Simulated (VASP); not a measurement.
Here is a VASP 6.6.1 calculation.

Contents of INCAR:

```
PREC = Accurate
ENCUT = 520
EDIFF = 1E-7
ISMEAR = 0
SIGMA = 0.1
LREAL = F
LASPH = T
NELM = 100
ALGO = Fast
ISIF = 2
LWAVE = F
LCHARG = F
GGA = PE
NBANDS = 12
```

Contents of KPOINTS:

```
regular mesh
0
Gamma
  8 8 8
```

Contents of POSCAR:

```
Au
1.0
    0.0000000000      2.0830626665      2.0830626665
    2.0830626665      0.0000000000      2.0830626665
    2.0830626665      2.0830626665      0.0000000000
Au
1
Direct
    0.0000000000      0.0000000000      0.0000000000
```

Potentials or basis: VASP PAW PBE potentials, release 64 (Au).

Command:

```bash
$ cat potpaw_PBE.64/Au/POTCAR > POTCAR
$ mpirun -np 1 vasp_std > vasp.out
```

Question: What does it give for the pressure?

Answer: -0.3 GPa.
